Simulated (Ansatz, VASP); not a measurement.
# One calculation of V, two programs

```xyz
8
Lattice="4.6784 0.0000 0.0000 0.0000 4.6784 0.0000 0.0000 0.0000 4.6784" Properties=species:S:1:pos:R:3 pbc="T T T"
V     4.6784    0.0000    0.0000
V     2.3392    2.3392    2.3392
V     1.1696    4.6784    2.3392
V     3.5088    4.6784    2.3392
V     2.3392    1.1696    4.6784
V     2.3392    3.5088    0.0000
V     0.0000    2.3392    1.1696
V     0.0000    2.3392    3.5088
```

Alike in both runs: functional LDA; k mesh 5 × 5 × 5; occupations fermi-dirac, width 0.1 eV; no spin polarisation.

Ansatz relaxed the structure, and its values are those at the end. VASP's run is a single point on that final structure, the one shown.

|  | VASP | Ansatz |
| --- | --- | --- |
| version | VASP 6.6.1 | Ansatz 0.2.0 |
| potentials or method | VASP PAW LDA potentials, release 64 (V_sv), cutoff 500 eV | plane waves (420 eV) with PAW, scalar-relativistic |
| valence electrons in the cell | 104 | 104 |

|  | VASP | Ansatz | Ansatz less VASP |
| --- | --- | --- | --- |
| pressure (GPa) | 0.5 | 0.0 | -0.51 |

Ansatz warns that its potentials were made for another functional, while VASP's fit it. LDA's correlation is that of Perdew and Zunger in VASP and of Perdew and Wang (1992) in Ansatz.
